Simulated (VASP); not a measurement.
# TePb in VASP: notebook, part 2 of 2

VASP 6.6.1.

## 4. Single point, PBE

This run uses another cell than the first one: it holds 4 atoms, not 2.

The input, INCAR:

```
SYSTEM = TePb
PREC = Accurate ; ENCUT = 520
EDIFF = 1E-6 ; ISMEAR = 0
SIGMA = 0.02 ; LREAL = .False.
LASPH = .True. ; NELM = 100
ALGO = Fast ; ISIF = 2
LWAVE = .False. ; LCHARG = .False.
GGA = PE ; NBANDS = 28
```

The input, KPOINTS:

```
Automatic mesh
0
Gamma
  6 6 4
  0 0 0
```

The input, POSCAR:

```
TePb
1.0
    3.1862607640      3.1862607640      0.0000000000
   -3.3401565448      3.3401565448      0.0000000000
    0.0000000000      0.0000000000      6.5831407213
Te Pb
2 2
Direct
    0.0000000000      0.0000000000      0.0000000000
    0.5000000000      0.5000000000      0.5000000000
    0.5000000000      0.5000000000      0.0000000000
    0.0000000000      0.0000000000      0.5000000000
```

Potentials or basis: VASP PAW PBE potentials, release 64 (Te, Pb_d).

Command:

```bash
cat potpaw_PBE.64/Te/POTCAR potpaw_PBE.64/Pb_d/POTCAR > POTCAR
mpirun -np 1 vasp_std > vasp.out
```

OUTCAR:

```text
SYSTEM = TePb
   PREC = Accurate
   ENCUT = 520
   EDIFF = 1E-6
   ISMEAR = 0
   LREAL = .False.
   LASPH = .True.
   NELM = 100
   ISIF = 2
   GGA = PE

 ion  position               nearest neighbor table
   1  0.000  0.000  0.000-   3 3.26   3 3.26   3 3.26   3 3.26   4 3.29   4 3.29
   2  0.500  0.500  0.500-   4 3.26   4 3.26   4 3.26   4 3.26   3 3.29   3 3.29
   3  0.500  0.500  0.000-   1 3.26   1 3.26   1 3.26   1 3.26   2 3.29   2 3.29
   4  0.000  0.000  0.500-   2 3.26   2 3.26   2 3.26   2 3.26   1 3.29   1 3.29

  LATTYP: Found a simple orthorhombic cell.
 ALAT       =     4.5060531857
 B/A-ratio  =     1.0482998073
 C/A-ratio  =     1.4609549533

  Lattice vectors:

 A1 = (   3.1862607640,   3.1862607640,   0.0000000000)
 A2 = (  -3.3401565448,   3.3401565448,   0.0000000000)
 A3 = (   0.0000000000,   0.0000000000,   6.5831407213)

Analysis of symmetry for initial positions (statically):
=====================================================================
 Subroutine PRICEL returns following result:

  LATTYP: Found a body centered orthorhombic cell.
 ALAT       =     4.5060531857
 B/A-ratio  =     1.0482998073
 C/A-ratio  =     1.4609549533

  Lattice vectors:

 A1 = (   0.0769478904,  -3.2632086544,  -3.2915703607)
 A2 = (  -0.0769478904,   3.2632086544,  -3.2915703606)
 A3 = (   3.2632086544,  -0.0769478904,   3.2915703607)

   2 primitive cells build up your supercell.

 Routine SETGRP: Setting up the symmetry group for a
 simple orthorhombic supercell.

 Subroutine GETGRP returns: Found  8 space group operations
 (whereof  8 operations were pure point group operations)
 out of a pool of  8 trial point group operations.

The static configuration has the point symmetry D_2h.

Analysis of symmetry for dynamics (positions and initial velocities):
=====================================================================
 Subroutine PRICEL returns following result:

  LATTYP: Found a body centered orthorhombic cell.
 ALAT       =     4.5060531857
 B/A-ratio  =     1.0482998073
 C/A-ratio  =     1.4609549533

  Lattice vectors:

 A1 = (   0.0769478904,  -3.2632086544,  -3.2915703607)
 A2 = (  -0.0769478904,   3.2632086544,  -3.2915703606)
 A3 = (   3.2632086544,  -0.0769478904,   3.2915703607)

   2 primitive cells build up your supercell.

 Routine SETGRP: Setting up the symmetry group for a
 simple orthorhombic supercell.

 Subroutine GETGRP returns: Found  8 space group operations
 (whereof  8 operations were pure point group operations)
 out of a pool of  8 trial point group operations.

The dynamic configuration has the point symmetry D_2h.

 Subroutine INISYM returns: Found  8 space group operations
 (whereof  8 operations are pure point group operations),
 and found     2 'primitive' translations

----------------------------------------------------------------------------------------

                                     Primitive cell

  volume of cell :      70.0618

[... 34 lines left out ...]

  Shift w.r.t. Gamma in fractional coordinates (k-lattice)
     0.000000000  0.000000000  0.000000000

 Subroutine IBZKPT returns following result:
 ===========================================

 Found     48 irreducible k-points:

 Following reciprocal coordinates:
            Coordinates               Weight
  0.000000  0.000000  0.000000      1.000000
  0.166667  0.000000  0.000000      2.000000
  0.333333  0.000000  0.000000      2.000000
  0.500000  0.000000  0.000000      1.000000
  0.000000  0.166667  0.000000      2.000000
  0.166667  0.166667  0.000000      4.000000
[... 16 lines left out ...]
  0.333333  0.166667  0.250000      8.000000
  0.500000  0.166667  0.250000      4.000000
 [... further k-points ...]
   k-points           NKPTS =     48   k-points in BZ     NKDIM =     48   number of bands    NBANDS=     28
   number of dos      NEDOS =    301   number of ions     NIONS =      4
   total plane-waves  NPLWV =  64800
   dimension x,y,z NGX =    36 NGY =   36 NGZ =   50
   dimension x,y,z NGXF=    72 NGYF=   72 NGZF=  100
   ions per type =               2   2
   NGX,Y,Z   is equivalent  to a cutoff of  13.28, 12.67, 12.63 a.u.
   NGXF,Y,Z  is equivalent  to a cutoff of  26.56, 25.34, 25.25 a.u.
 SYSTEM =  TePb
   PREC   = accura    normal or accurate (medium, high low for compatibility)
   ISTART =      0    job   : 0-new  1-cont  2-samecut
   ICHARG =      2    charge: 1-file 2-atom 10-const
   ISPIN  =      1    spin polarized calculation?
   LNONCOLLINEAR =      F non collinear calculations
   LSORBIT =      F    spin-orbit coupling
   LASPH  =      T    aspherical Exc in radial PAW
   ENCUT  =  520.0 eV  38.22 Ry    6.18 a.u.   8.38  8.78 12.24*2*pi/ulx,y,z
   NELM   =    100;   NELMIN=  2; NELMDL= -5     # of ELM steps
   EDIFF  = 0.1E-05   stopping-criterion for ELM
   LREAL  =      F    real-space projection
   EDIFFG = 0.1E-04   stopping-criterion for IOM
   NSW    =      0    number of steps for IOM
   IBRION =     -1    ionic relax: 0-MD 1-quasi-New 2-CG
   NFREE  =      0    steps in history (QN), initial steepest desc. (CG)
   ISIF   =      2    stress and relaxation
   ISYM   =      2    0-nonsym 1-usesym 2-fastsym
   POTIM  = 0.5000    time-step for ionic-motion
   TEBEG  =    0.0;   TEEND  =   0.0 temperature during run
   PSTRESS=    0.0 pullay stress
   NELECT =      40.0000    total number of electrons
   NUPDOWN=      -1.0000    fix difference up-down
   EMIN   =  10.00;   EMAX   =-10.00  energy-range for DOS
   EFERMI =   0.00;   METHOD = LEGACY
   ISMEAR =     0;   SIGMA  =   0.02  broadening in eV -4-tet -1-fermi 0-gaus
   EFERMI_NEDOS =   21; number of points for ismear=-14 and -15
   IALGO  =     68    algorithm
   IMIX   =      4    mixing-type and parameters
     AMIX     =   0.40;   BMIX     =  1.00
     AMIX_MAG =   1.60;   BMIX_MAG =  1.00
  volume/ion in A,a.u.               =      35.03       236.40
  Fermi-wavevector in a.u.,A,eV,Ry     =   1.077931  2.036995 15.809097  1.161936
  Thomas-Fermi vector in A             =   2.213856
   LORBIT       =      0    0 simple, 1 ext, 2 COOP (PROOUT), +10 PAW based schemes
   GGA     = PE    functional components
   LHFCALC =     F    Hartree Fock is set to
   AEXX    =    0.0000 exact exchange contribution
   IVDW    =     0    specifies the selected vdW correction
   LEPSILON=     F    determine dielectric tensor
   LRPA    =     F    only Hartree local field effects (RPA)
 non-spin polarized calculation
 RMM-DIIS sequential band-by-band and
 Gauss-broadening in eV      SIGMA  =   0.02
  energy-cutoff  :      520.00
  volume of cell :      140.12
 maximum number of plane-waves:      3828
 NGX is ok and might be reduce to    36

 number of electron      39.9999995 magnetization

 Free energy of the ion-electron system (eV)
  ---------------------------------------------------
  ext. energy  EPLUGINS =         0.00000000
  ---------------------------------------------------
  free energy    TOTEN  =       -15.02444888 eV

  energy without entropy =      -15.02444888  energy(sigma->0) =      -15.02444888

 E-fermi :   5.3837     XC(G=0):  -9.1322

 val. band max:        5.2464674033   @ k =   0.0000   0.5000   0.5000
 cond. band min:       5.8203552493   @ k =   0.5000   0.0000   0.5000
 fundamental gap:      0.5738878460
 Fermi energy:         5.3837045210

 k-point     1 :       0.0000    0.0000    0.0000
  band No.  band energies     occupation
      1     -11.5790      2.00000
      2     -11.5328      2.00000
      3     -11.5269      2.00000
      4     -11.5245      2.00000
      5     -11.5239      2.00000
      6     -11.5198      2.00000
[... 733 lines left out ...]
     27      10.9192      0.00000
     28      10.9192      0.00000

 [... further k-points ...]

------------------------ aborting loop because EDIFF is reached ----------------------------------------

  FORCE on cell =-STRESS in cart. coord.  units (eV):
  Direction    XX          YY          ZZ          XY          YZ          ZX
  --------------------------------------------------------------------------------------
  -------------------------------------------------------------------------------------
  Total        0.6278320      0.6278320      0.0334229      0.5884846      0.0000000      0.0000000
  in kB        7.1786495      7.1786495      0.3821579      6.7287497      0.0000000      0.0000000
  external PRESSURE =       4.9131523 kB  Pullay stress =       0.0000000 kB

 VOLUME and BASIS-vectors are now :
 -----------------------------------------------------------------------------
  energy-cutoff  :      520.00
  volume of cell :      140.12
      direct lattice vectors                 reciprocal lattice vectors
     3.186260764  3.186260764  0.000000000     0.156923754  0.156923754  0.000000000
    -3.340156545  3.340156545  0.000000000    -0.149693583  0.149693583  0.000000000
     0.000000000  0.000000000  6.583140721     0.000000000  0.000000000  0.151903178

 POSITION                                       TOTAL-FORCE (eV/Angst)
 -----------------------------------------------------------------------------------
      0.00000      0.00000      0.00000         0.000000     -0.000000     -0.000000
     -0.07695      3.26321      3.29157         0.000000     -0.000000     -0.000000
     -0.07695      3.26321      0.00000        -0.000000      0.000000      0.000000
      0.00000      0.00000      3.29157         0.000000     -0.000000      0.000000
 -----------------------------------------------------------------------------------
    total drift:                               -0.000000      0.000000      0.000000

  FREE ENERGIE OF THE ION-ELECTRON SYSTEM (eV)
  ---------------------------------------------------
  free  energy   TOTEN  =       -15.0244488804 eV

  energy  without entropy=      -15.0244488804  energy(sigma->0) =      -15.02444888
```

Run time: 1.8 min. Hardware: 1 thread of AMD EPYC 9R14 (Zen 4), shared host; peak memory 0.3 GiB.

What came out:

- Free energy: -15.0244 eV
- Pressure: 0.5 GPa
- Band gap on the k mesh: 0.57 eV

Caveat: spin-orbit coupling is left out, which moves the levels of the heavy elements. A k mesh can miss the band edges.

## 5. The runs side by side

| task | cell | k mesh | cutoff (eV) | gap on the mesh (eV) | pressure (GPa) |
| --- | --- | --- | --- | --- | --- |
| single point | a = 4.645 Å, angles 60.0°, 2 atoms, atomic positions A | 8 × 8 × 8 | 520 | 0.83 | 0.0 |
| relaxation of cell and atoms | relaxed from a = 4.626 Å, angles 60.0°, 2 atoms, atomic positions A | 8 × 8 × 8 | 600 | 0.83 | 0.0 |
| single point | a = 4.506, b = 4.724, c = 6.583 Å, 4 atoms, atomic positions B | 6 × 6 × 4 | 520 | 0.57 | 0.5 |

Alike in all rows: level PBE; potentials or basis VASP PAW PBE potentials, release 64 (Te, Pb_d); no spin polarisation; smearing gaussian 0.02 eV.

Caveats: spin-orbit coupling is left out, which moves the levels of the heavy elements.

Total energies depend on the potentials used, so only differences within one code and one set of settings carry meaning.
